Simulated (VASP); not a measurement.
A run of VASP 6.6.1:

The input INCAR:

```
SYSTEM = Si2C
  PREC = Accurate
  ENCUT = 600
  EDIFF = 1E-6
  ISMEAR = 0
  SIGMA = 0.1
  LREAL = .FALSE.
  LASPH = .TRUE.
  NELM = 100
  ALGO = Normal
  ISIF = 3
  LWAVE = .FALSE.
  LCHARG = .FALSE.
  GGA = PE
  IBRION = 2
  NSW = 100
  EDIFFG = -0.01
```

Contents of KPOINTS:

```
regular mesh
0
G
  12 12 14
  0 0 0
```

POSCAR

```
Si2C
1.0
    5.2749919004      0.0000000000      0.0000000000
   -2.6374959502      4.5682769905      0.0000000000
    0.0000000000      0.0000000000      2.7312647635
Si C
4 2
Direct
    0.0000000000      0.0000000000      0.0000000000
    0.4140657113      0.0000000000      0.5000000000
    0.0000000000      0.4140657113      0.5000000000
    0.5859342887      0.5859342887      0.5000000000
    0.6666666667      0.3333333333      0.0000000000
    0.3333333333      0.6666666667      0.0000000000
```

Potentials or basis: VASP PAW PBE potentials, release 64 (Si, C).

Command:

```bash
$ cat potpaw_PBE.64/Si/POTCAR potpaw_PBE.64/C/POTCAR > POTCAR
$ mpirun -np 1 vasp_std > vasp.out
```

Hardware: 1 thread of Intel(R) Xeon(R) 6975P-C (Granite Rapids) (shared host).

Q: How long does it take, and how much memory?

A: It took 3.1 min on 1 thread of Intel(R) Xeon(R) 6975P-C (Granite Rapids), with other jobs on the host, peak memory 0.3 GiB. Counts: scf iterations 24, k points 152, ion steps 4.
